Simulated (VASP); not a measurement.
# GaN (F-43m) in VASP: a series of runs, part 2 of 2

VASP 6.6.1.

### Step 3. Single point, r2SCAN+D3(BJ)

This run uses another cell than the first one, of 11.90 Å³/atom, 1.020 times its volume.

POSCAR

```
GaN
1.0
    0.0000000000      2.2831553320      2.2831553320
    2.2831553320      0.0000000000      2.2831553320
    2.2831553320      2.2831553320      0.0000000000
Ga N
1 1
Direct
    0.0000000000      0.0000000000      0.0000000000
    0.2500000000      0.2500000000      0.2500000000
```

INCAR.step1

```
SYSTEM = GaN
PREC     = Accurate       ! precision mode
ENCUT    = 520            ! plane-wave cutoff, eV
ISMEAR   = -1             ! smearing method
SIGMA    = 0.05           ! smearing width, eV
LREAL    = .False.        ! projectors in reciprocal space
LASPH    = .True.         ! aspherical terms in the spheres
NELM     = 60             ! most SCF steps
NBANDS   = 16             ! bands
GGA      = PE             ! functional
ALGO     = Normal         ! electronic algorithm
EDIFF    = 1E-4           ! SCF threshold, eV
LWAVE    = .True.         ! write WAVECAR
LCHARG   = .False.        ! write CHGCAR
```

INCAR.step2

```
SYSTEM = GaN
PREC     = Accurate       ! precision mode
ENCUT    = 520            ! plane-wave cutoff, eV
EDIFF    = 1E-6           ! SCF threshold, eV
ISMEAR   = -1             ! smearing method
SIGMA    = 0.05           ! smearing width, eV
LREAL    = .False.        ! projectors in reciprocal space
LASPH    = .True.         ! aspherical terms in the spheres
NELM     = 60             ! most SCF steps
ALGO     = Normal         ! electronic algorithm
ISIF     = 2              ! what is computed and relaxed
LWAVE    = .False.        ! write WAVECAR
LCHARG   = .False.        ! write CHGCAR
METAGGA  = R2SCAN         ! meta-GGA
LMIXTAU  = .True.       
IVDW     = 12             ! dispersion correction
VDW_S6   = 1.0          
VDW_S8   = 0.78981345   
VDW_A1   = 0.49484001   
VDW_A2   = 5.73083694   
NBANDS   = 16             ! bands
ISTART   = 1
```

KPOINTS

```
regular mesh
0
Gamma
  10 10 10
  0 0 0
```

Potentials or basis: VASP PAW PBE potentials, release 64 (Ga_d, N).

Launch:

```console
> cat potpaw_PBE.64/Ga_d/POTCAR potpaw_PBE.64/N/POTCAR > POTCAR
> cp INCAR.step1 INCAR
> mpirun -np 1 vasp_std > vasp.out
> cp INCAR.step2 INCAR
> mpirun -np 1 vasp_std > vasp.out
```

OUTCAR:

```text
SYSTEM = GaN
   PREC = Accurate
   ENCUT = 520
   EDIFF = 1E-6
   ISMEAR = -1
   LREAL = .False.
   LASPH = .True.
   NELM = 60
   ISIF = 2
   METAGGA = R2SCAN
   IVDW = 12
   ISTART = 1
 IVDW          = 12

 ion  position               nearest neighbor table
   1  0.000  0.000  0.000-   2 1.98   2 1.98   2 1.98   2 1.98
   2  0.250  0.250  0.250-   1 1.98   1 1.98   1 1.98   1 1.98

  LATTYP: Found a face centered cubic cell.
 ALAT       =     4.5663106640

  Lattice vectors:

 A1 = (   0.0000000000,   2.2831553320,   2.2831553320)
 A2 = (   2.2831553320,   0.0000000000,   2.2831553320)
 A3 = (   2.2831553320,   2.2831553320,   0.0000000000)

Analysis of symmetry for initial positions (statically):
=====================================================================
 Subroutine PRICEL returns:
 Original cell was already a primitive cell.

 Routine SETGRP: Setting up the symmetry group for a
 face centered cubic supercell.

 Subroutine GETGRP returns: Found 24 space group operations
 (whereof 24 operations were pure point group operations)
 out of a pool of 48 trial point group operations.

The static configuration has the point symmetry T_d .

Analysis of symmetry for dynamics (positions and initial velocities):
=====================================================================
 Subroutine PRICEL returns:
 Original cell was already a primitive cell.

 Routine SETGRP: Setting up the symmetry group for a
 face centered cubic supercell.

 Subroutine GETGRP returns: Found 24 space group operations
 (whereof 24 operations were pure point group operations)
 out of a pool of 48 trial point group operations.

The dynamic configuration has the point symmetry T_d .

 Subroutine INISYM returns: Found 24 space group operations
 (whereof 24 operations are pure point group operations),
 and found     1 'primitive' translations

----------------------------------------------------------------------------------------

                                     Primitive cell

  volume of cell :      23.8033

  direct lattice vectors                    reciprocal lattice vectors
     0.000000000  2.283155332  2.283155332    -0.218995174  0.218995174  0.218995174
     2.283155332  0.000000000  2.283155332     0.218995174 -0.218995174  0.218995174
     2.283155332  2.283155332  0.000000000     0.218995174  0.218995174 -0.218995174

  length of vectors
     3.228869236  3.228869236  3.228869236     0.379310769  0.379310769  0.379310769

  position of ions in fractional coordinates (direct lattice)
     0.000000000  0.000000000  0.000000000
     0.250000000  0.250000000  0.250000000

  ion indices of the primitive-cell ions
   primitive index   ion index
                 1           1
                 2           2

----------------------------------------------------------------------------------------

 KPOINTS: regular mesh

Automatic generation of k-mesh.
 Grid dimensions read from file:
 generate k-points for:   10   10   10

 Generating k-lattice:

  Cartesian coordinates                     Fractional coordinates (reciprocal lattice)
    -0.021899517  0.021899517  0.021899517     0.100000000  0.000000000  0.000000000
     0.021899517 -0.021899517  0.021899517     0.000000000  0.100000000  0.000000000
     0.021899517  0.021899517 -0.021899517     0.000000000  0.000000000  0.100000000

  Length of vectors
     0.037931077  0.037931077  0.037931077

  Shift w.r.t. Gamma in fractional coordinates (k-lattice)
     0.000000000  0.000000000  0.000000000

 Subroutine IBZKPT returns following result:
 ===========================================

 Found     47 irreducible k-points:

 Following reciprocal coordinates:
            Coordinates               Weight
  0.000000  0.000000  0.000000      1.000000
  0.100000  0.000000  0.000000      8.000000
  0.200000  0.000000  0.000000      8.000000
  0.300000  0.000000  0.000000      8.000000
  0.400000  0.000000  0.000000      8.000000
  0.500000  0.000000  0.000000      4.000000
[... 16 lines left out ...]
  0.300000  0.300000  0.000000      6.000000
  0.400000  0.300000  0.000000     24.000000
 [... further k-points ...]
   k-points           NKPTS =     47   k-points in BZ     NKDIM =     47   number of bands    NBANDS=     16
   number of dos      NEDOS =    301   number of ions     NIONS =      2
   total plane-waves  NPLWV =  13824
   dimension x,y,z NGX =    24 NGY =   24 NGZ =   24
   dimension x,y,z NGXF=    48 NGYF=   48 NGZF=   48
   ions per type =               1   1
   NGX,Y,Z   is equivalent  to a cutoff of  12.36, 12.36, 12.36 a.u.
   NGXF,Y,Z  is equivalent  to a cutoff of  24.71, 24.71, 24.71 a.u.
 SYSTEM =  GaN
   PREC   = accura    normal or accurate (medium, high low for compatibility)
   ISTART =      1    job   : 0-new  1-cont  2-samecut
   ICHARG =      0    charge: 1-file 2-atom 10-const
   ISPIN  =      1    spin polarized calculation?
   LNONCOLLINEAR =      F non collinear calculations
   LSORBIT =      F    spin-orbit coupling
   LASPH  =      T    aspherical Exc in radial PAW
   ENCUT  =  520.0 eV  38.22 Ry    6.18 a.u.   6.00  6.00  6.00*2*pi/ulx,y,z
   NELM   =     60;   NELMIN=  2; NELMDL=  0     # of ELM steps
   EDIFF  = 0.1E-05   stopping-criterion for ELM
   LREAL  =      F    real-space projection
   EDIFFG = 0.1E-04   stopping-criterion for IOM
   NSW    =      0    number of steps for IOM
   IBRION =     -1    ionic relax: 0-MD 1-quasi-New 2-CG
   NFREE  =      0    steps in history (QN), initial steepest desc. (CG)
   ISIF   =      2    stress and relaxation
   ISYM   =      2    0-nonsym 1-usesym 2-fastsym
   POTIM  = 0.5000    time-step for ionic-motion
   TEBEG  =    0.0;   TEEND  =   0.0 temperature during run
   PSTRESS=    0.0 pullay stress
   NELECT =      18.0000    total number of electrons
   NUPDOWN=      -1.0000    fix difference up-down
   EMIN   =  10.00;   EMAX   =-10.00  energy-range for DOS
   EFERMI =   0.00;   METHOD = LEGACY
   ISMEAR =    -1;   SIGMA  =   0.05  broadening in eV -4-tet -1-fermi 0-gaus
   EFERMI_NEDOS =   21; number of points for ismear=-14 and -15
   IALGO  =     38    algorithm
   IMIX   =      4    mixing-type and parameters
     AMIX     =   0.40;   BMIX     =  1.00
     AMIX_MAG =   1.60;   BMIX_MAG =  1.00
  volume/ion in A,a.u.               =      11.90        80.32
  Fermi-wavevector in a.u.,A,eV,Ry     =   1.491490  2.818507 30.266718  2.224541
  Thomas-Fermi vector in A             =   2.604138
   LORBIT       =      0    0 simple, 1 ext, 2 COOP (PROOUT), +10 PAW based schemes
   METAGGA = R2SCAN    functional components
   LHFCALC =     F    Hartree Fock is set to
   AEXX    =    0.0000 exact exchange contribution
   IVDW    =    12    specifies the selected vdW correction
   LEPSILON=     F    determine dielectric tensor
   LRPA    =     F    only Hartree local field effects (RPA)
 non-spin polarized calculation
  energy-cutoff  :      520.00
  volume of cell :       23.80
 maximum number of plane-waves:       656
   NGX = 13   NGY = 13   NGZ = 13

 number of electron      17.9999983 magnetization

 Free energy of the ion-electron system (eV)
  ---------------------------------------------------
  ext. energy  EPLUGINS =         0.00000000
  ---------------------------------------------------
  free energy    TOTEN  =       -21.87625975 eV

  energy without entropy =      -21.87625975  energy(sigma->0) =      -21.87625975

 E-fermi :   5.5745     XC(G=0): -12.4052

 val. band max:        4.5992676795   @ k =   0.0000   0.0000   0.0000
 cond. band min:       6.4574931254   @ k =   0.0000   0.0000   0.0000
 fundamental gap:      1.8582254458
 Fermi energy:         5.5744552881

 k-point     1 :       0.0000    0.0000    0.0000
  band No.  band energies     occupation
      1     -11.8013      2.00000
      2      -9.2089      2.00000
      3      -9.2089      2.00000
      4      -9.2089      2.00000
      5      -8.8985      2.00000
      6      -8.8985      2.00000
[... 8 lines left out ...]
     15      24.0115      0.00000
     16      24.0115      0.00000
[... 419 lines left out ...]
 k-point    24 :       0.4000    0.3000    0.0000
  band No.  band energies     occupation
      1     -10.8823      2.00000
      2      -9.0656      2.00000
      3      -9.0001      2.00000
      4      -8.9965      2.00000
      5      -8.8433      2.00000
      6      -8.0372      2.00000
[... 8 lines left out ...]
     15      27.2905      0.00000
     16      27.4767      0.00000

 [... further k-points ...]

------------------------ aborting loop because EDIFF is reached ----------------------------------------

 Edisp (eV)   -0.23002

 E8    (eV) :    -0.0724

  FORCE on cell =-STRESS in cart. coord.  units (eV):
  Direction    XX          YY          ZZ          XY          YZ          ZX
  --------------------------------------------------------------------------------------
  -------------------------------------------------------------------------------------
  Total      -1.27745    -1.27745    -1.27745     0.00000     0.00000     0.00000
  in kB     -85.98397   -85.98397   -85.98397     0.00000     0.00000     0.00000
  external pressure =      -85.98 kB  Pullay stress =        0.00 kB

 VOLUME and BASIS-vectors are now :
 -----------------------------------------------------------------------------
  energy-cutoff  :      520.00
  volume of cell :       23.80
      direct lattice vectors                 reciprocal lattice vectors
     0.000000000  2.283155332  2.283155332    -0.218995174  0.218995174  0.218995174
     2.283155332  0.000000000  2.283155332     0.218995174 -0.218995174  0.218995174
     2.283155332  2.283155332  0.000000000     0.218995174  0.218995174 -0.218995174

 POSITION                                       TOTAL-FORCE (eV/Angst)
 -----------------------------------------------------------------------------------
      0.00000      0.00000      0.00000         0.000000      0.000000      0.000000
      1.14158      1.14158      1.14158        -0.000000     -0.000000     -0.000000
 -----------------------------------------------------------------------------------
    total drift:                                0.000014      0.000014      0.000015

  FREE ENERGIE OF THE ION-ELECTRON SYSTEM (eV)
  ---------------------------------------------------
  free  energy   TOTEN  =       -22.1062827595 eV

  energy  without entropy=      -22.1062827594  energy(sigma->0) =      -22.10628276
```

It took 41 s on 1 thread of Intel Xeon 6975P-C, shared host; peak memory 0.17 GiB.

Results:

```yaml
Free_energy: -22.1063 eV
Pressure: -8.6 GPa
Band_gap_on_the_k_mesh: 1.86 eV, direct
Dispersion_energy_per_atom: -0.115 eV
```

Caveat: the PAW data sets were made with another functional, which shifts forces and pressure a little.

### Step 4. Single point, r2SCAN+D3(BJ)

This run uses another cell than the first one, of 12.13 Å³/atom, 1.039 times its volume.

POSCAR

```
GaN
1.0
    0.0000000000      2.2976981147      2.2976981147
    2.2976981147      0.0000000000      2.2976981147
    2.2976981147      2.2976981147      0.0000000000
Ga N
1 1
Direct
    0.0000000000      0.0000000000      0.0000000000
    0.2500000000      0.2500000000      0.2500000000
```

INCAR.step1

```
PREC = Accurate ; ENCUT = 520
ISMEAR = -1 ; SIGMA = 0.05
LREAL = False ; LASPH = True
NELM = 80 ; NBANDS = 16
GGA = PE ; ALGO = Normal
EDIFF = 1E-4 ; LWAVE = True
LCHARG = False
```

INCAR.step2

```
PREC = Accurate ; ENCUT = 520
EDIFF = 1E-7 ; ISMEAR = -1
SIGMA = 0.05 ; LREAL = False
LASPH = True ; NELM = 80
ALGO = Normal ; ISIF = 2
LWAVE = False ; LCHARG = False
METAGGA = R2SCAN ; LMIXTAU = True
IVDW = 12 ; VDW_S6 = 1.0
VDW_S8 = 0.78981345 ; VDW_A1 = 0.49484001
VDW_A2 = 5.73083694 ; NBANDS = 16
ISTART = 1
```

KPOINTS

```
regular mesh
0
Gamma
  10 10 10
```

Launch:

```console
> cat potpaw_PBE.64/Ga_d/POTCAR potpaw_PBE.64/N/POTCAR > POTCAR
> cp INCAR.step1 INCAR
> mpirun -np 1 vasp_std > vasp.out
> cp INCAR.step2 INCAR
> mpirun -np 1 vasp_std > vasp.out
```

It took 56 s on 1 thread of Intel Xeon 6975P-C, shared host; peak memory 0.16 GiB.

The run converged. Its results:

```yaml
Free_energy: -22.0776 eV
Pressure: -11.6 GPa
Band_gap_on_the_k_mesh: 1.73 eV, direct
Dispersion_energy_per_atom: -0.113 eV
```

Levels at points of the mesh, in eV from the valence-band top:
```csv
k point,band 7,band 8,band 9,band 10,band 11,band 12
"(0.00, 0.00, 0.00)",0.00,0.00,0.00,1.73,10.62,10.62
"(0.50, 0.00, 0.00)",-6.78,-0.93,-0.93,4.75,9.13,10.68
"(0.50, 0.50, 0.00)",-5.98,-2.58,-2.58,3.74,6.87,12.14
```

Caveat: the PAW data sets were made with another functional, which shifts forces and pressure a little. r2SCAN opens gaps a little over a GGA but as a rule still falls short of measured ones.

### Step 5. Overview

| cell | gap on the mesh (eV) | pressure (GPa) |
| --- | --- | --- |
| a = 3.208 Å, angles 60.0°, 2 atoms | 1.99 | -5.4 |
| a = 3.229 Å, angles 60.0°, 2 atoms | 1.86 | -8.6 |
| a = 3.249 Å, angles 60.0°, 2 atoms | 1.73 | -11.6 |

Alike in all rows: task single point; level r2SCAN+D3(BJ); potentials or basis VASP PAW PBE potentials, release 64 (Ga_d, N); no spin polarisation; k mesh 10 × 10 × 10; cutoff (eV) 520; smearing fermi-dirac 0.05 eV.

Caveats: the PAW data sets were made with another functional, which shifts forces and pressure a little.

Total energies depend on the potentials used, so only differences within one code and one set of settings carry meaning.
